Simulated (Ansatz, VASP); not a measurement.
**Two plane-wave programs on SiO2**

```xyz
9
Lattice="4.9079 0.0000 0.0000 -2.4539 4.2504 0.0000 0.0000 0.0000 5.4580" Properties=species:S:1:pos:R:3 pbc="T T T"
Si   -1.2270    2.1252    1.8193
Si    1.2270    2.1252    3.6386
Si    2.4539    0.0000    0.0000
O     0.9208    3.3652    4.5483
O     2.4539    2.4801    2.7290
O     3.3748    0.8851    0.9097
O     1.5331    0.8851    4.5483
O     0.0000    1.7703    2.7290
O    -0.9208    3.3652    0.9097
```

Change from the starting cell: strain -0.030 along x and y, -0.015 along z, atoms carried along.

Alike in both runs: task single point; functional r2SCAN; k mesh 6 × 6 × 4; occupations gaussian, width 0.05 eV; no spin polarisation.

```csv
,VASP,Ansatz
version,VASP 6.6.1,Ansatz 0.2.0
potentials or method,"VASP PAW PBE potentials, release 64 (Si, O), cutoff 520 eV","scalar-relativistic, plane waves, PAW"
valence electrons in the cell,48,48
```

|  | VASP | Ansatz | Ansatz less VASP |
| --- | --- | --- | --- |
| gap on the k mesh at the Fermi level (eV) | 6.61 | 6.62 | +0.005 |
| least direct gap on the mesh (eV) | 6.79 | 6.79 | +0.002 |
| pressure (GPa) | 16.9 | 16.7 | -0.21 |
| traceless stress, the component that is largest in VASP (GPa) | -0.49 | -0.54 | -0.048 |
| rms of the force components (eV/Å) | 0.325 | 0.331 | +0.0066 |

VASP's potentials were made for PBE, not for r2SCAN. Atom by atom the forces differ by 0.007 eV/Å (rms over components). The functional is the same, so the differences come from potentials, cutoffs and numerics.
